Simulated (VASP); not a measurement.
# Mg9Zn7O16 (P1) in VASP: a series of runs

Mg9Zn7O16 is run at these levels: HSE06, PBEsol; tasks: single point.

All numbers are computed with VASP 6.6.1; they aren't measurements. Logs are shortened: lines on timing, memory, paths and dates and some standing lists are left out, and cuts for length are marked.

### 1 The cell of the first run

The typed cell holds 64 atoms: a = 8.475 Å, b = 8.475 Å, c = 8.475 Å, α = 90.00°, β = 90.00°, γ = 90.00°.

### 2 Single point, HSE06

File POSCAR:

```
Mg9Zn7O16
1.0
    8.4750730000      0.0000000000      0.0000000000
    0.0000000000      8.4750730000      0.0000000000
    0.0000000000      0.0000000000      8.4750730000
O Zn Mg
32 14 18
Direct
    0.2498690000      0.9971950000      0.9982600000
    0.2528930000      0.9997370000      0.5030620000
    0.2503880000      0.5023450000      0.0015120000
    0.2500980000      0.5003740000      0.4972590000
    0.7498040000      0.9975700000      0.9982470000
    0.7476980000      0.9996200000      0.5028920000
    0.7503750000      0.5028370000      0.0000660000
    0.7501430000      0.5006890000      0.5002540000
    0.0002850000      0.2496100000      0.0003890000
    0.0004840000      0.2524620000      0.5003170000
    0.0002820000      0.7498370000      0.0002020000
    0.0002240000      0.7480290000      0.4997440000
    0.4998990000      0.2501710000      0.9994010000
    0.5001130000      0.2503410000      0.5030830000
    0.5001250000      0.7504170000      0.0021110000
    0.4998250000      0.7504100000      0.4971110000
    0.0002080000      0.0013810000      0.2506470000
    0.0000120000      0.0027420000      0.7505440000
    0.0002340000      0.4968130000      0.2521130000
    0.9976360000      0.4969550000      0.7478810000
    0.5002990000      0.9990720000      0.2520430000
    0.5001720000      0.0029830000      0.7481390000
    0.5005460000      0.5022560000      0.2526300000
    0.5020810000      0.4976480000      0.7481190000
    0.2479420000      0.2517650000      0.2520570000
    0.2496690000      0.2472180000      0.7481020000
    0.2524090000      0.7474590000      0.2494970000
    0.2499710000      0.7521930000      0.7502810000
    0.7530720000      0.2521600000      0.2522830000
    0.7501670000      0.2498680000      0.7482140000
    0.7477290000      0.7474160000      0.2493950000
    0.7502650000      0.7503130000      0.7504450000
    0.0001520000      0.9995430000      0.0003000000
    0.0002470000      0.0009090000      0.5008400000
    0.0001880000      0.4998350000      0.0003050000
    0.4999580000      0.9999500000      0.0000390000
    0.5002540000      0.5008290000      0.0004120000
    0.2502440000      0.2496990000      0.0002620000
    0.7500310000      0.2499130000      0.0000290000
    0.2503120000      0.9994290000      0.2503190000
    0.2500860000      0.4996900000      0.7493120000
    0.7500830000      0.9997300000      0.2503890000
    0.0003220000      0.7490530000      0.2501140000
    0.9998670000      0.7498000000      0.7499950000
    0.5002720000      0.2506080000      0.2510990000
    0.5003100000      0.7506430000      0.7493830000
    0.0003000000      0.5001270000      0.5001640000
    0.5001160000      0.0004070000      0.4999120000
    0.5000260000      0.5004520000      0.5003950000
    0.2500990000      0.2495830000      0.4999240000
    0.2497380000      0.7497660000      0.9994820000
    0.2495240000      0.7504390000      0.5000260000
    0.7502990000      0.2497280000      0.4999820000
    0.7505510000      0.7505610000      0.0003590000
    0.7508040000      0.7506410000      0.4997040000
    0.2498120000      0.9997010000      0.7510280000
    0.2502900000      0.4994180000      0.2488860000
    0.7502960000      0.0000310000      0.7510520000
    0.7502350000      0.4995490000      0.2491740000
    0.7500860000      0.5003300000      0.7510300000
    0.0002750000      0.2485960000      0.2490920000
    0.0004700000      0.2501260000      0.7514040000
    0.4996830000      0.2503960000      0.7518290000
    0.5000920000      0.7507660000      0.2493250000
```

File INCAR.step1:

```
SYSTEM = Mg9Zn7O16
  ALGO = Normal
  EDIFF = 1E-5
  ENCUT = 520
  GGA = PE
  ISIF = 2
  ISMEAR = -1
  LASPH = .True.
  LCHARG = .False.
  LREAL = Auto
  LUSENCCL = .False.
  LWAVE = .True.
  NBANDS = 236
  NELM = 60
  PREC = Accurate
  SIGMA = 0.05
```

File INCAR.step2:

```
SYSTEM = Mg9Zn7O16
  ALGO = Normal
  EDIFF = 1E-6
  ENCUT = 520
  GGA = PE
  HFSCREEN = 0.2079
  ISIF = 2
  ISMEAR = -1
  ISTART = 1
  LASPH = .True.
  LCHARG = .False.
  LHFCALC = .True.
  LREAL = Auto
  LUSENCCL = .False.
  LWAVE = .False.
  NBANDS = 236
  NELM = 60
  PREC = Accurate
  PRECFOCK = Fast
  SIGMA = 0.05
```

File KPOINTS:

```
k-points
0
Gamma
  1 1 1
  0 0 0
```

Potentials or basis: VASP PAW PBE potentials, release 64 (O, Zn, Mg).

Command:

```
cat potpaw_PBE.64/O/POTCAR potpaw_PBE.64/Zn/POTCAR potpaw_PBE.64/Mg/POTCAR > POTCAR
cp INCAR.step1 INCAR
mpirun -np 1 vasp_gam > vasp.out
cp INCAR.step2 INCAR
mpirun -np 1 vasp_gam > vasp.out
```

OUTCAR:

```text
SYSTEM = Mg9Zn7O16
   EDIFF = 1E-6
   ENCUT = 520
   GGA = PE
   HFSCREEN = 0.2079
   ISIF = 2
   ISMEAR = -1
   ISTART = 1
   LASPH = .True.
   LHFCALC = .True.
   LREAL = Auto
   NELM = 60
   PREC = Accurate
   PRECFOCK = Fast

 ion  position               nearest neighbor table
   1  0.250  0.997  0.998-  56 2.10  51 2.10  33 2.12  36 2.12  40 2.14  38 2.14
   2  0.253  1.000  0.503-  48 2.10  56 2.10  52 2.11  50 2.12  34 2.14  40 2.14
   3  0.250  0.502  0.002-  57 2.10  51 2.10  37 2.12  35 2.12  41 2.14  38 2.14
   4  0.250  0.500  0.497-  57 2.10  47 2.12  49 2.12  52 2.12  50 2.13  41 2.14
   5  0.750  0.998  0.998-  54 2.09  58 2.10  36 2.12  33 2.12  42 2.14  39 2.14
   6  0.748  1.000  0.503-  48 2.10  58 2.10  55 2.11  53 2.12  42 2.14  34 2.14
[... 76 lines left out ...]
  58  0.750  0.000  0.751-   5 2.10   6 2.10  32 2.12  18 2.12  30 2.12  22 2.12  54 2.99  39 2.99
                            33 2.99  36 2.99  46 2.99  44 3.00  34 3.00  62 3.00  55 3.00  53 3.00
  59  0.750  0.500  0.249-  29 2.10  31 2.10   7 2.11  23 2.12  19 2.12   8 2.13  37 2.99  39 2.99
                            35 2.99  45 2.99  43 2.99  54 3.00  53 3.00  61 3.00  47 3.00  64 3.00
  60  0.750  0.500  0.751-  20 2.10  24 2.10   7 2.11  32 2.12  30 2.12   8 2.13  37 2.99  44 2.99
                            35 2.99  39 2.99  54 2.99  46 3.00  63 3.00  62 3.00  49 3.00  47 3.00
  61  0.000  0.249  0.249-  17 2.10  29 2.10  25 2.10  19 2.10   9 2.11  10 2.13  33 2.98  38 2.99
                            42 2.99  40 2.99  39 2.99  34 2.99  35 3.00  50 3.00  57 3.00  53 3.00
  62  0.000  0.250  0.751-  20 2.09  18 2.10   9 2.11  26 2.11  30 2.12  10 2.13  35 2.99  38 2.99
                            39 2.99  41 2.99  33 2.99  56 3.00  34 3.00  58 3.00  60 3.00  50 3.00
  63  0.500  0.250  0.752-  24 2.10  22 2.10  13 2.10  14 2.11  26 2.12  30 2.12  38 2.98  39 2.99
                            36 2.99  41 2.99  37 2.99  60 3.00  56 3.00  58 3.00  49 3.01  50 3.01
  64  0.500  0.751  0.249-  15 2.10  31 2.10  27 2.10  16 2.10  21 2.10  23 2.11  40 2.99  36 2.99
                            37 2.99  42 2.99  54 2.99  51 3.00  48 3.00  55 3.00  57 3.00  52 3.00

  LATTYP: Found a simple cubic cell.
 ALAT       =     8.4750730000

  Lattice vectors:

 A1 = (   8.4750730000,   0.0000000000,   0.0000000000)
 A2 = (   0.0000000000,   8.4750730000,   0.0000000000)
 A3 = (   0.0000000000,   0.0000000000,   8.4750730000)

Analysis of symmetry for initial positions (statically):
=====================================================================
 Subroutine PRICEL returns:
 Original cell was already a primitive cell.

 Routine SETGRP: Setting up the symmetry group for a
 simple cubic supercell.

 Subroutine GETGRP returns: Found  1 space group operations
 (whereof  1 operations were pure point group operations)
 out of a pool of 48 trial point group operations.

The static configuration has the point symmetry C_1 .

Analysis of symmetry for dynamics (positions and initial velocities):
=====================================================================
 Subroutine PRICEL returns:
 Original cell was already a primitive cell.

 Routine SETGRP: Setting up the symmetry group for a
 simple cubic supercell.

 Subroutine GETGRP returns: Found  1 space group operations
 (whereof  1 operations were pure point group operations)
 out of a pool of 48 trial point group operations.

The dynamic configuration has the point symmetry C_1 .

 Subroutine INISYM returns: Found  1 space group operations
 (whereof  1 operations are pure point group operations),
 and found     1 'primitive' translations

----------------------------------------------------------------------------------------

                                     Primitive cell

  volume of cell :     608.7379

  direct lattice vectors                    reciprocal lattice vectors
     8.475073000  0.000000000  0.000000000     0.117993084  0.000000000  0.000000000
     0.000000000  8.475073000  0.000000000     0.000000000  0.117993084  0.000000000
[... 165 lines left out ...]
            Coordinates               Weight
  0.000000  0.000000  0.000000      1.000000
   k-points           NKPTS =      1   k-points in BZ     NKDIM =      1   number of bands    NBANDS=    236
   number of dos      NEDOS =    301   number of ions     NIONS =     64
   total plane-waves  NPLWV = 262144
   dimension x,y,z NGX =    64 NGY =   64 NGZ =   64
   dimension x,y,z NGXF=   128 NGYF=  128 NGZF=  128
   ions per type =              32  14  18
   NGX,Y,Z   is equivalent  to a cutoff of  12.55, 12.55, 12.55 a.u.
   NGXF,Y,Z  is equivalent  to a cutoff of  25.11, 25.11, 25.11 a.u.
 SYSTEM =  Mg9Zn7O16
   PREC   = accura    normal or accurate (medium, high low for compatibility)
   ISTART =      1    job   : 0-new  1-cont  2-samecut
   ICHARG =      0    charge: 1-file 2-atom 10-const
   ISPIN  =      1    spin polarized calculation?
   LNONCOLLINEAR =      F non collinear calculations
   LSORBIT =      F    spin-orbit coupling
   LASPH  =      T    aspherical Exc in radial PAW
   ENCUT  =  520.0 eV  38.22 Ry    6.18 a.u.  15.76 15.76 15.76*2*pi/ulx,y,z
   NELM   =     60;   NELMIN=  2; NELMDL=  0     # of ELM steps
   EDIFF  = 0.1E-05   stopping-criterion for ELM
   LREAL  =      T    real-space projection
   EDIFFG = 0.1E-04   stopping-criterion for IOM
   NSW    =      0    number of steps for IOM
   IBRION =     -1    ionic relax: 0-MD 1-quasi-New 2-CG
   NFREE  =      0    steps in history (QN), initial steepest desc. (CG)
   ISIF   =      2    stress and relaxation
   ISYM   =      3    0-nonsym 1-usesym 2-fastsym
   POTIM  = 0.5000    time-step for ionic-motion
   TEBEG  =    0.0;   TEEND  =   0.0 temperature during run
   PSTRESS=    0.0 pullay stress
   NELECT =     396.0000    total number of electrons
   NUPDOWN=      -1.0000    fix difference up-down
   EMIN   =  10.00;   EMAX   =-10.00  energy-range for DOS
   EFERMI =   0.00;   METHOD = LEGACY
   ISMEAR =    -1;   SIGMA  =   0.05  broadening in eV -4-tet -1-fermi 0-gaus
   EFERMI_NEDOS =   21; number of points for ismear=-14 and -15
   IALGO  =     38    algorithm
   IMIX   =      1    mixing-type and parameters
     AMIX     =   0.40;   BMIX     =  1.00
     AMIX_MAG =   1.60;   BMIX_MAG =  1.00
  volume/ion in A,a.u.               =       9.51        64.19
  Fermi-wavevector in a.u.,A,eV,Ry     =   1.418501  2.680579 27.376913  2.012146
  Thomas-Fermi vector in A             =   2.539620
   LORBIT       =      0    0 simple, 1 ext, 2 COOP (PROOUT), +10 PAW based schemes
   GGA     = PE    functional components
   LHFCALC =     T    Hartree Fock is set to
   PRECFOCK=fast      Normal, Fast or Accurate (Low or Medium for compatibility)
   ENCUT4O =  -1.0   cutoff for four orbital integrals eV
   NKREDX  =     1    reduce k-point grid by
   NKREDY  =     1    reduce k-point grid by
   NKREDZ  =     1    reduce k-point grid by
   AEXX    =    0.2500 exact exchange contribution
   HFSCREEN=    0.2079 screening length (either q_TF or 0.3 A-1)
   HFSCREENC=   0.2079 screening length for correlation (either q_TF or 0.3 A-1)
   ENCUTFOCK=  -1.0 apply spherical cutoff to Coloumb kernel
   IVDW    =     0    specifies the selected vdW correction
   LEPSILON=     F    determine dielectric tensor
   LRPA    =     F    only Hartree local field effects (RPA)
 non-spin polarized calculation
  energy-cutoff  :      520.00
  volume of cell :      608.74
 maximum number of plane-waves:      8188
 NGX is ok and might be reduce to    64
  NGX = 32; NGY = 32; NGZ = 32

 number of electron     396.0000358 magnetization

 Free energy of the ion-electron system (eV)
  ---------------------------------------------------
  ext. energy  EPLUGINS =         0.00000000
  ---------------------------------------------------
  free energy    TOTEN  =      -411.60887804 eV

  energy without entropy =     -411.60887804  energy(sigma->0) =     -411.60887804

 E-fermi :   3.4749     XC(G=0):  -9.5173

 val. band max:        2.2392424392   @ k =   0.0000   0.0000   0.0000
 cond. band min:       6.2693231429   @ k =   0.0000   0.0000   0.0000
 fundamental gap:      4.0300807037
 Fermi energy:         3.4748787290

 k-point     1 :       0.0000    0.0000    0.0000
  band No.  band energies     occupation
      1     -17.6629      2.00000
      2     -16.9556      2.00000
      3     -16.9272      2.00000
      4     -16.8651      2.00000
      5     -16.8254      2.00000
      6     -16.8153      2.00000
[... 202 lines left out ...]
    209      10.3411      0.00000
    210      10.4488      0.00000
 [bands above 210 left out]

------------------------ aborting loop because EDIFF is reached ----------------------------------------

  FORCE on cell =-STRESS in cart. coord.  units (eV):
  Direction    XX          YY          ZZ          XY          YZ          ZX
  --------------------------------------------------------------------------------------
  -------------------------------------------------------------------------------------
  Total       -0.4858139      0.3018738     -0.2453786      0.0208038     -0.2577146      0.0113527
  in kB       -1.2786456      0.7945215     -0.6458281      0.0547550     -0.6782961      0.0298800
  external PRESSURE =      -0.3766507 kB  Pullay stress =       0.0000000 kB

 VOLUME and BASIS-vectors are now :
 -----------------------------------------------------------------------------
  energy-cutoff  :      520.00
  volume of cell :      608.74
      direct lattice vectors                 reciprocal lattice vectors
     8.475073000  0.000000000  0.000000000     0.117993084  0.000000000  0.000000000
     0.000000000  8.475073000  0.000000000     0.000000000  0.117993084  0.000000000
     0.000000000  0.000000000  8.475073000     0.000000000  0.000000000  0.117993084

 POSITION                                       TOTAL-FORCE (eV/Angst)
 -----------------------------------------------------------------------------------
      2.11766      8.45130      8.46033         0.035137     -0.101891     -0.101275
      2.14329      8.47284      4.26349         0.054097     -0.039191      0.050425
      2.12206      4.25741      0.01281        -0.021208      0.103140      0.075214
      2.11960      4.24071      4.21431         0.018051      0.029544     -0.024803
      6.35464      8.45448      8.46022         0.015996     -0.108972     -0.104485
      6.33680      8.47185      4.26205        -0.077289     -0.021830      0.080934
[... 56 lines left out ...]
      4.23485      2.12212      6.37181         0.023294     -0.029851     -0.097376
      4.23832      6.36280      2.11305        -0.004740     -0.052816      0.047543
 -----------------------------------------------------------------------------------
    total drift:                               -0.011367      0.009529     -0.017200

  FREE ENERGIE OF THE ION-ELECTRON SYSTEM (eV)
  ---------------------------------------------------
  free  energy   TOTEN  =      -411.6088780417 eV

  energy  without entropy=     -411.6088780416  energy(sigma->0) =     -411.60887804
```

Run time: 10 min. Hardware: 1 × NVIDIA H100 80GB with 1 thread of AMD EPYC 7R13 (Zen 3), shared host; peak memory 1.5 GiB.

Results:

- Free energy: -411.6089 eV
- Pressure: 0.0 GPa
- Largest force: 0.160 eV/Å
- Band gap on the k mesh: 4.03 eV

Forces on the atoms (eV/Å):
```
O    0.035 -0.102 -0.101
O    0.054 -0.039  0.050
O   -0.021  0.103  0.075
O    0.018  0.030 -0.025
O    0.016 -0.109 -0.104
O   -0.077 -0.022  0.081
O   -0.015  0.092 -0.013
O   -0.009  0.020  0.002
O    0.005  0.018 -0.008
O   -0.001  0.043 -0.007
O    0.000 -0.014  0.024
O    0.015 -0.082 -0.006
O    0.004  0.003 -0.100
O   -0.014 -0.001  0.015
O   -0.013  0.002  0.084
O    0.008  0.006 -0.044
O   -0.010  0.127  0.016
O   -0.019  0.113 -0.033
O   -0.011 -0.075  0.085
O   -0.049 -0.091 -0.073
O   -0.003 -0.077  0.123
O    0.012  0.080 -0.080
O   -0.010  0.011  0.072
O    0.091 -0.086 -0.100
O   -0.084  0.080  0.079
O    0.005 -0.040 -0.049
O    0.068 -0.066 -0.005
O    0.002  0.067 -0.007
O    0.041  0.072  0.064
O    0.025  0.004 -0.044
O   -0.044 -0.059  0.017
O   -0.011  0.003  0.005
Zn   0.000  0.001 -0.033
Zn   0.005  0.041  0.031
Zn  -0.010  0.001  0.017
Zn  -0.004 -0.036 -0.039
Zn   0.011  0.033  0.019
Zn  -0.016 -0.002 -0.016
Zn   0.014  0.012 -0.031
Zn   0.018 -0.016  0.031
Zn  -0.005 -0.023 -0.042
Zn  -0.017 -0.017  0.028
Zn   0.001 -0.055  0.011
Zn  -0.009 -0.004 -0.011
Zn  -0.001  0.037  0.068
Zn   0.011  0.019 -0.027
Mg  -0.027 -0.060 -0.029
Mg  -0.003 -0.003  0.053
Mg   0.026 -0.002 -0.029
Mg  -0.004  0.022  0.019
Mg   0.029  0.005  0.036
Mg   0.055 -0.020 -0.030
Mg   0.004  0.049  0.048
Mg  -0.028 -0.020  0.005
Mg  -0.058 -0.050 -0.008
Mg   0.032  0.029 -0.045
Mg  -0.004  0.027  0.070
Mg  -0.029  0.032 -0.046
Mg   0.004  0.027  0.078
Mg   0.000 -0.033 -0.073
Mg   0.005  0.079  0.080
Mg  -0.027  0.000 -0.078
Mg   0.023 -0.030 -0.097
Mg  -0.005 -0.053  0.048
```

Caveat: the k points lie up to 0.74 Å⁻¹ apart; the PAW data sets were made with another functional, which shifts forces and pressure a little.

### 3 Single point, PBEsol

File INCAR:

```
SYSTEM = Mg9Zn7O16
PREC = Accurate ; ENCUT = 520
EDIFF = 1E-6 ; ISMEAR = -1
SIGMA = 0.05 ; LREAL = Auto
LASPH = .TRUE. ; NELM = 60
ALGO = Normal ; ISIF = 2
LWAVE = .FALSE. ; LCHARG = .TRUE.
GGA = PS ; LELF = .TRUE.
LVHAR = .TRUE. ; ISYM = 0
NBANDS = 236
```

File KPOINTS:

```
Automatic mesh
0
Gamma
  1 1 1
  0.25 0.25 0.25
```

Edit POSCAR of step 2 so:

```diff
@@ -2,5 +2,5 @@
 1.0
-    8.4750730000      0.0000000000      0.0000000000
-    0.0000000000      8.4750730000      0.0000000000
-    0.0000000000      0.0000000000      8.4750730000
+    8.4750731953      0.0000000000      0.0000000000
+    0.0000000000      8.4750731953      0.0000000000
+    0.0000000000      0.0000000000      8.4750731953
 O Zn Mg
```

Potentials or basis: VASP PAW PBE potentials, release 64 (O, Zn, Mg).

Command:

```
cat potpaw_PBE.64/O/POTCAR potpaw_PBE.64/Zn/POTCAR potpaw_PBE.64/Mg/POTCAR > POTCAR
mpirun -np 1 vasp_std > vasp.out
```

It took 21 min on 1 thread of Intel Xeon Platinum 8375C at 2.90GHz (Ice Lake), shared host; peak memory 0.79 GiB.

It converged, with:

- Free energy: -358.3724 eV
- Pressure: 0.2 GPa
- Largest force: 0.084 eV/Å
- Band gap on the k mesh: 3.45 eV, indirect (the least direct gap lies 0.4 meV higher)

Forces on the atoms (eV/Å):
```
O    0.021 -0.034 -0.038
O    0.031 -0.018  0.030
O   -0.016  0.036  0.036
O    0.010  0.010 -0.042
O    0.024 -0.036 -0.034
O   -0.052  0.000  0.052
O   -0.015  0.040 -0.007
O   -0.001 -0.002 -0.001
O    0.003  0.004 -0.003
O   -0.006  0.039 -0.011
O   -0.001 -0.002  0.005
O    0.011 -0.041  0.009
O    0.006  0.004 -0.041
O   -0.008 -0.005  0.038
O   -0.011 -0.001  0.040
O    0.011  0.009 -0.040
O   -0.008  0.042 -0.007
O   -0.009  0.043 -0.008
O   -0.002 -0.052  0.053
O   -0.022 -0.026 -0.025
O   -0.003 -0.050  0.049
O    0.002  0.049 -0.048
O   -0.018  0.028  0.032
O    0.061 -0.038 -0.042
O   -0.059  0.042  0.043
O    0.017 -0.033 -0.033
O    0.052 -0.047 -0.004
O   -0.007  0.040 -0.006
O    0.020  0.029  0.028
O    0.012  0.008 -0.044
O   -0.030 -0.034  0.019
O   -0.002  0.001  0.003
Zn  -0.002  0.003 -0.004
Zn   0.003  0.003  0.003
Zn   0.000  0.000 -0.001
Zn  -0.003 -0.003 -0.005
Zn   0.002  0.001  0.002
Zn  -0.004  0.001 -0.004
Zn   0.001  0.003 -0.002
Zn   0.001  0.001  0.004
Zn  -0.004 -0.003 -0.002
Zn  -0.001  0.000  0.002
Zn  -0.002 -0.004  0.001
Zn   0.002  0.000 -0.002
Zn   0.001  0.005  0.008
Zn   0.000 -0.001 -0.001
Mg  -0.002 -0.003 -0.004
Mg   0.000 -0.001  0.002
Mg   0.000 -0.003 -0.004
Mg   0.001  0.002 -0.002
Mg   0.003  0.001  0.005
Mg   0.002 -0.001  0.000
Mg  -0.001  0.002  0.003
Mg   0.000 -0.003 -0.004
Mg  -0.006 -0.003 -0.001
Mg   0.003  0.002 -0.004
Mg   0.000  0.002  0.005
Mg   0.000  0.001 -0.006
Mg   0.002  0.002  0.007
Mg  -0.003 -0.003 -0.003
Mg   0.004  0.003  0.005
Mg  -0.004 -0.003 -0.001
Mg  -0.001 -0.002 -0.004
Mg  -0.003 -0.004  0.005
```

Stress tensor (GPa, compression positive):
```
 0.21  0.01  0.01
 0.01  0.26 -0.11
 0.01 -0.11  0.15
```

Levels at points of the mesh, in eV from the valence-band top:
| k point | band 194 | band 195 | band 196 | band 197 | band 198 | band 199 | band 200 | band 201 | band 202 | band 203 |
| --- | --- | --- | --- | --- | --- | --- | --- | --- | --- | --- |
| (0.25, 0.25, 0.25) | -0.34 | -0.25 | -0.19 | -0.08 | -0.01 | 3.46 | 4.95 | 5.00 | 5.22 | 5.80 |

Caveat: the k points lie up to 0.74 Å⁻¹ apart; the PAW data sets were made with another functional, which shifts forces and pressure a little. A hybrid or GW would open this gap; PBEsol tends to underestimate it.
